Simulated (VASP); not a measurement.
Write the native input for VASP 6.6.1 that does the following.

| Item | Value |
| --- | --- |
| Task | single point |
| Functional | PBE |
| Potentials or basis | VASP PAW PBE potentials, release 64 (Sn_d, Ge_d) |
| Cutoff | 520 eV |
| k mesh | 12 × 12 × 6 |
| Occupations | gaussian, width 0.1 eV |
| Spin | no spin polarisation |
| Dipole correction | no |
| Further INCAR settings | ALGO = Normal; EDIFF = 1e-07; NBANDS = 43 |

The structure of Sn2Ge3 lies in POSCAR:

```
Sn2Ge3
1.0
    3.8337909780      0.0000000000      0.0000000000
   -1.9168954890      3.3201603797      0.0000000000
    0.0000000000      0.0000000000      9.2589884901
Sn Ge
2 3
Direct
    0.3333333333      0.6666666667      0.3744730005
    0.6666666667      0.3333333333      0.6255269995
    0.0000000000      0.0000000000      0.0000000000
    0.6666666667      0.3333333333      0.1652630624
    0.3333333333      0.6666666667      0.8347369376
```

One way to write it, as run:

INCAR

```
SYSTEM = Sn2Ge3
PREC = Accurate
ENCUT = 520
EDIFF = 1E-7
ISMEAR = 0
SIGMA = 0.1
LREAL = .False.
LASPH = .True.
NELM = 100
ALGO = Normal
ISIF = 2
LWAVE = .False.
LCHARG = .False.
GGA = PE
NBANDS = 43
```

KPOINTS

```
Automatic mesh
0
Gamma
  12 12 6
  0 0 0
```

Potentials or basis: VASP PAW PBE potentials, release 64 (Sn_d, Ge_d).

The run is started by

```console
$ cat potpaw_PBE.64/Sn_d/POTCAR potpaw_PBE.64/Ge_d/POTCAR > POTCAR
$ mpirun -np 1 vasp_std > vasp.out
```

It gave:

The pressure is 0.0 GPa, the largest force is 0.008 eV/Å and the band gap on the k mesh is zero (bands 35 and 36 overlap by 3.55 eV).

Caveat: spin-orbit coupling is left out, which moves the levels of the heavy elements.

Wall time 7 min on 1 thread of AMD EPYC 9R45 96-Core Processor (Zen 5), with other jobs on the host, peak memory 0.5 GiB.
